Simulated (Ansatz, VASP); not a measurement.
**BAs: VASP beside Ansatz**

The input POSCAR:

```
BAs
1.0
    0.0000000000      2.3918698977      2.3918698977
    2.3918698977      0.0000000000      2.3918698977
    2.3918698977      2.3918698977      0.0000000000
B As
1 1
Direct
    0.0000000000      0.0000000000      0.0000000000
    0.2500000000      0.2500000000      0.2500000000
```

File INCAR.step1:

```
SYSTEM = BAs
  PREC = Accurate
  ENCUT = 520
  EDIFF = 1E-5
  ISMEAR = 0
  SIGMA = 0.01
  LREAL = .FALSE.
  LASPH = .TRUE.
  NELM = 100
  ALGO = Normal
  ISIF = 2
  LWAVE = .TRUE.
  NBANDS = 11
  GGA = PE
```

File INCAR.step2:

```
SYSTEM = BAs
  PREC = Accurate
  ENCUT = 520
  EDIFF = 1E-6
  ISMEAR = 0
  SIGMA = 0.01
  LREAL = .FALSE.
  LASPH = .TRUE.
  NELM = 100
  ALGO = Normal
  ISIF = 2
  LWAVE = .FALSE.
  LCHARG = .TRUE.
  GGA = PE
  LHFCALC = .TRUE.
  AEXX = 0.2
  PRECFOCK = Normal
  LELF = .TRUE.
  LVHAR = .TRUE.
  NBANDS = 11
  ISTART = 1
```

The input KPOINTS:

```
regular mesh
0
G
  4 4 4
  0 0 0
```

Input for Ansatz:

```yaml
crystal:
  lattice:
    - [0.0, 2.3918698977, 2.3918698977]
    - [2.3918698977, 0.0, 2.3918698977]
    - [2.3918698977, 2.3918698977, 0.0]
  atoms:
    - { symbol: B, position: [0.0, 0.0, 0.0] }
    - { symbol: As, position: [0.25, 0.25, 0.25] }
kpoints:
  mp_grid: { grid: [4, 4, 4] }
hamiltonian:
  xc: { exchange: pbe, correlation: pbe, exx: { coeff: 0.2 } }
scf:
  occupations: { method: fixed }
  n_extra_bands: 4
output:
  forces: true
  stress: true
  eigenvalues: true
```

Alike in both runs: task single point; functional PBE-based global hybrid; k mesh 4 × 4 × 4; no spin polarisation.

|  | VASP | Ansatz |
| --- | --- | --- |
| version | VASP 6.6.1 | Ansatz 0.2.0 |
| potentials or method | VASP PAW PBE potentials, release 64 (B, As) | plane waves |
| plane-wave cutoff (eV) | 520 | 420 |
| occupations | gaussian, width 0.01 eV | fixed |
| valence electrons in the cell | 8 | 18 |

Ansatz gave:

* gap on the k mesh at the Fermi level (eV): 2.54
* pressure (GPa): 0.1

Q: Which values does VASP return?

A: gap on the k mesh at the Fermi level (eV): 2.59; pressure (GPa): 0.0.

VASP's potentials were made for PBE, not for PBE-based global hybrid. VASP's potentials hold 8 valence electrons a cell and Ansatz's 18, so a difference there can come from the potentials and not from the codes. Ansatz's warnings: stress exchange threshold loose, stress scf threshold loose.

The k mesh is coarse, so the values compare programs but aren't converged.
